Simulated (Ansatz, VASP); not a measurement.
# La3O: VASP beside Ansatz

```
La O
1.0
    -2.92497    2.92497    2.92497
     2.92497   -2.92497    2.92497
     2.92497    2.92497   -2.92497
La O
3 1
Direct
  0.00000 0.50000 0.50000
  0.50000 0.00000 0.50000
  0.50000 0.50000 0.00000
  0.00000 0.00000 0.00000
```

Alike in both runs: functional PBE; k mesh 12 × 12 × 12; occupations gaussian, width 0.1 eV; no spin polarisation.

Ansatz relaxed the structure, and its values are those at the end. VASP's run is a single point on that final structure, the one shown.

|  | VASP | Ansatz |
| --- | --- | --- |
| version | VASP 6.6.1 | Ansatz 0.2.0 |
| potentials or method | VASP PAW PBE potentials, release 64 (La, O), cutoff 520 eV | scalar-relativistic, plane waves, PAW |
| valence electrons in the cell | 39 | 39 |

|  | VASP | Ansatz | Ansatz less VASP |
| --- | --- | --- | --- |
| gap on the k mesh at the Fermi level (eV) | none | none | - |
| pressure (GPa) | 0.0 | 0.0 | +0.05 |

A gap of «none» marks a metal or a gap that the smearing closes.

Neither program's run includes spin-orbit coupling.
